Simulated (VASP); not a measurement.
# Os in VASP: single point with LDA

Aim: the single point of Os with LDA.

Everything below comes from runs of VASP 6.6.1. Logs are shortened: lines on timing, memory, paths and dates and some standing lists are left out, and cuts for length are marked.

## (1) The cell of the first run

The cell holds a slab with vacuum, 5 atoms: a = 2.716 Å, b = 2.716 Å, c = 24.582 Å, α = 90.00°, β = 90.00°, γ = 120.00°.

## (2) Single point, LDA

Contents of POSCAR:

```
Os
1.0
    2.7156192245      0.0000000000      0.0000000000
   -1.3578096122      2.3517952354      0.0000000000
    0.0000000000      0.0000000000     24.5824000000
Os
5
Direct
    0.0000000000      0.0000000000      0.3254366878
    0.3333333340      0.6666666660      0.4127183440
    0.0000000000      0.0000000000      0.4999999997
    0.3333333340      0.6666666660      0.5872816560
    0.0000000000      0.0000000000      0.6745633122
```

Contents of INCAR.step1:

```
PREC = Accurate
ENCUT = 520
EDIFF = 1E-6
ISMEAR = -1
SIGMA = 0.1
LREAL = False
LASPH = True
NELM = 80
ALGO = Normal
ISIF = 2
LWAVE = False
LCHARG = True
LMAXMIX = 4
LDIPOL = True
IDIPOL = 3
DIPOL = 0.5 0.5 0.500
GGA = CA
NBANDS = 28
```

Contents of KPOINTS.step1:

```
regular mesh
0
Gamma
  15 15 1
```

Contents of INCAR.step2:

```
PREC = Accurate
ENCUT = 520
EDIFF = 1E-6
ISMEAR = -5
SIGMA = 0.1
LREAL = False
LASPH = True
NELM = 80
ALGO = Normal
ISIF = 2
LWAVE = False
LCHARG = False
LMAXMIX = 4
LDIPOL = True
IDIPOL = 3
DIPOL = 0.5 0.5 0.500
GGA = CA
LORBIT = 11
NEDOS = 1001
ICHARG = 11
```

Contents of KPOINTS.step2:

```
regular mesh
0
Gamma
  23 23 1
```

Potentials or basis: VASP PAW LDA potentials, release 64 (Os).

Run with:

```
$ cat potpaw_LDA.64/Os/POTCAR > POTCAR
$ cp INCAR.step1 INCAR
$ cp KPOINTS.step1 KPOINTS
$ mpirun -np 1 vasp_std > vasp.out
$ cp INCAR.step2 INCAR
$ cp KPOINTS.step2 KPOINTS
$ mpirun -np 1 vasp_std > vasp.out
```

OUTCAR:

```text
PREC = Accurate
   ENCUT = 520
   EDIFF = 1E-6
   ISMEAR = -5
   LREAL = False
   LASPH = True
   NELM = 80
   ISIF = 2
   GGA = CA
   LORBIT = 11
   ICHARG = 11

 ion  position               nearest neighbor table
   1  0.000  0.000  0.325-   2 2.66   2 2.66   2 2.66
   2  0.333  0.667  0.413-   3 2.66   3 2.66   3 2.66   1 2.66   1 2.66   1 2.66
   3  0.000  0.000  0.500-   2 2.66   2 2.66   2 2.66   4 2.66   4 2.66   4 2.66
   4  0.333  0.667  0.587-   5 2.66   5 2.66   3 2.66   3 2.66   5 2.66   3 2.66
   5  0.000  0.000  0.675-   4 2.66   4 2.66   4 2.66

  LATTYP: Found a hexagonal cell.
 ALAT       =     2.7156192245
 C/A-ratio  =     9.0522263866

  Lattice vectors:

 A1 = (   2.7156192245,   0.0000000000,   0.0000000000)
 A2 = (  -1.3578096122,   2.3517952354,   0.0000000000)
 A3 = (   0.0000000000,   0.0000000000,  24.5824000000)

Analysis of symmetry for initial positions (statically):
=====================================================================
 Subroutine PRICEL returns:
 Original cell was already a primitive cell.

 Routine SETGRP: Setting up the symmetry group for a
 hexagonal supercell.

 Subroutine GETGRP returns: Found 12 space group operations
 (whereof 12 operations were pure point group operations)
 out of a pool of 24 trial point group operations.

The static configuration has the point symmetry D_3h.

Analysis of symmetry for dynamics (positions and initial velocities):
=====================================================================
 Subroutine PRICEL returns:
 Original cell was already a primitive cell.

 Routine SETGRP: Setting up the symmetry group for a
 hexagonal supercell.

 Subroutine GETGRP returns: Found 12 space group operations
 (whereof 12 operations were pure point group operations)
 out of a pool of 24 trial point group operations.

The dynamic configuration has the point symmetry D_3h.

 Subroutine INISYM returns: Found 12 space group operations
 (whereof 12 operations are pure point group operations),
 and found     1 'primitive' translations

----------------------------------------------------------------------------------------

                                     Primitive cell

  volume of cell :     156.9975

  direct lattice vectors                    reciprocal lattice vectors
     2.715619225  0.000000000  0.000000000     0.368240139  0.212603543  0.000000000
    -1.357809612  2.351795235  0.000000000     0.000000000  0.425207086  0.000000000
     0.000000000  0.000000000 24.582400000     0.000000000  0.000000000  0.040679511

  length of vectors
     2.715619225  2.715619224 24.582400000     0.425207086  0.425207086  0.040679511

  position of ions in fractional coordinates (direct lattice)
     0.000000000  0.000000000  0.325436688
     0.333333334  0.666666666  0.412718344
     0.000000000  0.000000000  0.500000000
     0.333333334  0.666666666  0.587281656
     0.000000000  0.000000000  0.674563312

  ion indices of the primitive-cell ions
   primitive index   ion index
                 1           1
                 2           2
                 3           3
                 4           4
                 5           5

----------------------------------------------------------------------------------------

 KPOINTS: regular mesh

Automatic generation of k-mesh.
 Grid dimensions read from file:
 generate k-points for:   23   23    1

 Generating k-lattice:

  Cartesian coordinates                     Fractional coordinates (reciprocal lattice)
     0.016010441  0.009243632  0.000000000     0.043478261  0.000000000  0.000000000
     0.000000000  0.018487265  0.000000000     0.000000000  0.043478261  0.000000000
     0.000000000  0.000000000  0.040679511     0.000000000  0.000000000  1.000000000

  Length of vectors
     0.018487265  0.018487265  0.040679511

  Shift w.r.t. Gamma in fractional coordinates (k-lattice)
     0.000000000  0.000000000  0.000000000

 TETIRR: Found    276 inequivalent tetrahedra from     3174

 Subroutine IBZKPT returns following result:
 ===========================================

 Found     56 irreducible k-points:

 Following reciprocal coordinates:
            Coordinates               Weight
  0.000000  0.000000  0.000000      1.000000
  0.043478  0.000000  0.000000      6.000000
  0.086957  0.000000  0.000000      6.000000
  0.130435  0.000000  0.000000      6.000000
  0.173913  0.000000  0.000000      6.000000
  0.217391  0.000000  0.000000      6.000000
[... 16 lines left out ...]
  0.478261  0.043478  0.000000      6.000000
  0.086957  0.086957  0.000000      6.000000
 [... further k-points ...]
   k-points           NKPTS =     56   k-points in BZ     NKDIM =     56   number of bands    NBANDS=     24
   number of dos      NEDOS =   1001   number of ions     NIONS =      5
   total plane-waves  NPLWV =  76800
   dimension x,y,z NGX =    20 NGY =   20 NGZ =  192
   dimension x,y,z NGXF=    40 NGYF=   40 NGZF=  384
   ions per type =               5
   NGX,Y,Z   is equivalent  to a cutoff of  12.24, 12.24, 12.98 a.u.
   NGXF,Y,Z  is equivalent  to a cutoff of  24.49, 24.49, 25.97 a.u.
 SYSTEM =  unknown system
   PREC   = accura    normal or accurate (medium, high low for compatibility)
   ISTART =      0    job   : 0-new  1-cont  2-samecut
   ICHARG =     11    charge: 1-file 2-atom 10-const
   ISPIN  =      1    spin polarized calculation?
   LNONCOLLINEAR =      F non collinear calculations
   LSORBIT =      F    spin-orbit coupling
   LASPH  =      T    aspherical Exc in radial PAW
   ENCUT  =  520.0 eV  38.22 Ry    6.18 a.u.   5.05  5.05 45.71*2*pi/ulx,y,z
   NELM   =     80;   NELMIN=  2; NELMDL=  0     # of ELM steps
   EDIFF  = 0.1E-05   stopping-criterion for ELM
   LREAL  =      F    real-space projection
   EDIFFG = 0.1E-04   stopping-criterion for IOM
   NSW    =      0    number of steps for IOM
   IBRION =     -1    ionic relax: 0-MD 1-quasi-New 2-CG
   NFREE  =      0    steps in history (QN), initial steepest desc. (CG)
   ISIF   =      2    stress and relaxation
   ISYM   =      2    0-nonsym 1-usesym 2-fastsym
   POTIM  = 0.5000    time-step for ionic-motion
   TEBEG  =    0.0;   TEEND  =   0.0 temperature during run
   PSTRESS=    0.0 pullay stress
   NELECT =      40.0000    total number of electrons
   NUPDOWN=      -1.0000    fix difference up-down
   EMIN   =  10.00;   EMAX   =-10.00  energy-range for DOS
   EFERMI =   0.00;   METHOD = LEGACY
   ISMEAR =    -5;   SIGMA  =   0.10  broadening in eV -4-tet -1-fermi 0-gaus
   EFERMI_NEDOS =   21; number of points for ismear=-14 and -15
   IALGO  =     38    algorithm
   IMIX   =      4    mixing-type and parameters
     AMIX     =   0.40;   BMIX     =  1.00
     AMIX_MAG =   1.60;   BMIX_MAG =  1.00
  volume/ion in A,a.u.               =      31.40       211.89
  Fermi-wavevector in a.u.,A,eV,Ry     =   1.037840  1.961234 14.655010  1.077113
  Thomas-Fermi vector in A             =   2.172297
   LORBIT       =     11    0 simple, 1 ext, 2 COOP (PROOUT), +10 PAW based schemes
   GGA     = CA    functional components
   LHFCALC =     F    Hartree Fock is set to
   AEXX    =    0.0000 exact exchange contribution
   IVDW    =     0    specifies the selected vdW correction
   LEPSILON=     F    determine dielectric tensor
   LRPA    =     F    only Hartree local field effects (RPA)
 non-spin polarized calculation
 Fermi weights with tetrahedron method with Bloechl corrections
  energy-cutoff  :      520.00
  volume of cell :      157.00
 maximum number of plane-waves:      4273

 number of electron      40.0000000 magnetization

 dipolmoment           0.000000      0.000000     -0.000000 electrons x Angstroem

 Free energy of the ion-electron system (eV)
  ---------------------------------------------------
  ext. energy  EPLUGINS =         0.00000000
  ---------------------------------------------------
  free energy    TOTEN  =       -60.37307758 eV

  energy without entropy =      -60.37307758  energy(sigma->0) =      -60.37307758

 E-fermi :   1.0686     XC(G=0):  -7.1509

 val. band max:        1.0748003014   @ k =   0.3913   0.2174   0.0000
 cond. band min:       1.0718300268   @ k =   0.3043   0.0870   0.0000
 fundamental gap:     -0.0029702746
 Fermi energy:         1.0685518232

 k-point     1 :       0.0000    0.0000    0.0000
  band No.  band energies     occupation
      1      -9.6056      2.00000
      2      -8.4310      2.00000
      3      -7.1697      2.00000
      4      -6.6342      2.00000
      5      -6.4963      2.00000
      6      -2.3264      2.00000
[... 16 lines left out ...]
     23       1.0536      2.00000
     24       1.0536      1.25035

 k-point     2 :       0.0435    0.0000    0.0000
  band No.  band energies     occupation
      1      -9.5281      2.00000
      2      -8.3561      2.00000
      3      -7.0931      2.00000
      4      -6.5605      2.00000
      5      -6.4168      2.00000
      6      -2.4889      2.00000
[... 16 lines left out ...]
     23       1.0276      2.00000
     24       1.0884      0.73829

 k-point     3 :       0.0870    0.0000    0.0000
  band No.  band energies     occupation
      1      -9.3003      2.00000
      2      -8.1380      2.00000
      3      -6.8710      2.00000
      4      -6.3483      2.00000
      5      -6.1856      2.00000
      6      -2.7779      2.00000
[... 16 lines left out ...]
     23       0.6313      2.00000
     24       0.9612      2.03911

 k-point     4 :       0.1304    0.0000    0.0000
  band No.  band energies     occupation
      1      -8.9369      2.00000
      2      -7.7976      2.00000
      3      -6.5305      2.00000
      4      -6.0283      2.00000
      5      -5.8281      2.00000
      6      -3.0993      2.00000
[... 16 lines left out ...]
     23       0.4320      2.00000
     24       0.8918      2.00000

 k-point     5 :       0.1739    0.0000    0.0000
  band No.  band energies     occupation
      1      -8.4649      2.00000
      2      -7.3757      2.00000
      3      -6.1310      2.00000
      4      -5.6694      2.00000
      5      -5.4028      2.00000
      6      -3.4378      2.00000
[... 16 lines left out ...]
     23       0.4319      2.00000
     24       0.8826      2.00000

 k-point     6 :       0.2174    0.0000    0.0000
  band No.  band energies     occupation
      1      -7.9283      2.00000
      2      -6.9412      2.00000
      3      -5.7864      2.00000
      4      -5.3934      2.00000
      5      -5.0317      2.00000
      6      -3.8118      2.00000
[... 16 lines left out ...]
     23       0.5544      2.01692
     24       1.0276      1.22337
[... 379 lines left out ...]
 k-point    21 :       0.3913    0.0435    0.0000
  band No.  band energies     occupation
      1      -6.5334      2.00000
      2      -6.4303      2.00000
      3      -6.0451      2.00000
      4      -5.4799      2.00000
      5      -5.3963      2.00000
      6      -4.6535      2.00000
[... 16 lines left out ...]
     23       3.0858      0.00000
     24       3.1019      0.00000

 k-point    22 :       0.4348    0.0435    0.0000
  band No.  band energies     occupation
      1      -6.5447      2.00000
      2      -6.4953      2.00000
      3      -6.1585      2.00000
      4      -5.6062      2.00000
      5      -5.3991      2.00000
      6      -4.7302      2.00000
[... 16 lines left out ...]
     23       3.2473      0.00000
     24       3.4815      0.00000

 k-point    23 :       0.4783    0.0435    0.0000
  band No.  band energies     occupation
      1      -6.5527      2.00000
      2      -6.5198      2.00000
      3      -6.1987      2.00000
      4      -5.6492      2.00000
      5      -5.4012      2.00000
      6      -4.7581      2.00000
[... 16 lines left out ...]
     23       3.3776      0.00000
     24       3.6528      0.00000

 k-point    24 :       0.0870    0.0870    0.0000
  band No.  band energies     occupation
      1      -8.7250      2.00000
      2      -7.6014      2.00000
      3      -6.3325      2.00000
      4      -5.8452      2.00000
      5      -5.6162      2.00000
      6      -3.2518      2.00000
[... 16 lines left out ...]
     23       0.4441      2.00000
     24       0.8963      2.00000

 [... further k-points ...]

------------------------ aborting loop because EDIFF is reached ----------------------------------------

 vacuum level on the upper side and lower side of the slab       (xc-potential included)        -0.139        -0.139

  FORCE on cell =-STRESS in cart. coord.  units (eV):
  Direction    XX          YY          ZZ          XY          YZ          ZX
  --------------------------------------------------------------------------------------
  -------------------------------------------------------------------------------------
  Total       -5.8599560     -5.8599560     -3.5769733     -0.0000000     -0.0000000      0.0000000
  in kB      -59.8015278    -59.8015278    -36.5034255     -0.0000000     -0.0000000      0.0000000
  external PRESSURE =     -52.0354937 kB  Pullay stress =       0.0000000 kB

 VOLUME and BASIS-vectors are now :
 -----------------------------------------------------------------------------
  energy-cutoff  :      520.00
  volume of cell :      157.00
      direct lattice vectors                 reciprocal lattice vectors
     2.715619225  0.000000000  0.000000000     0.368240139  0.212603543  0.000000000
    -1.357809612  2.351795235  0.000000000     0.000000000  0.425207086  0.000000000
     0.000000000  0.000000000 24.582400000     0.000000000  0.000000000  0.040679511

 POSITION                                       TOTAL-FORCE (eV/Angst)
 -----------------------------------------------------------------------------------
      0.00000      0.00000      8.00001        -0.000000      0.000000      0.982460
      0.00000      1.56786     10.14561         0.000000     -0.000000     -1.034279
      0.00000      0.00000     12.29120        -0.000000      0.000000      0.000000
      0.00000      1.56786     14.43679         0.000000     -0.000000      1.034279
      0.00000      0.00000     16.58239        -0.000000      0.000000     -0.982460
 -----------------------------------------------------------------------------------
    total drift:                                0.000266     -0.000154     -0.000002

  FREE ENERGIE OF THE ION-ELECTRON SYSTEM (eV)
  ---------------------------------------------------
  free  energy   TOTEN  =       -60.3730775782 eV

  energy  without entropy=      -60.3730775782  energy(sigma->0) =      -60.37307758

 vacuum level on the upper side and lower side of the slab         6.618         6.618

 total charge

# of ion       s       p       d       tot
------------------------------------------
    1        0.657   0.602   6.119   7.377
    2        0.669   0.793   6.245   7.707
    3        0.674   0.800   6.275   7.748
    4        0.669   0.793   6.245   7.707
    5        0.657   0.602   6.119   7.377
--------------------------------------------------
tot          3.325   3.590  31.003  37.917
```

Run time: 5 min. Hardware: 1 thread of Intel Xeon 6975P-C (Granite Rapids), shared host; peak memory 0.29 GiB.

What came out:

```yaml
Valence_electrons_inside_the_program's_atomic_spheres: Os 7.38, 7.71, 7.75 (each value once)
```

Levels at points of the mesh, in eV from the Fermi level:
```
           k point  band 17  band 18  band 19  band 20  band 21  band 22
(0.00, 0.00, 0.00)    -2.20    -2.20    -2.20    -1.06    -1.06    -0.36
```

Caveat: the highest band is partly filled, so the run has too few bands; spin-orbit coupling is left out, which moves the levels of the heavy elements.
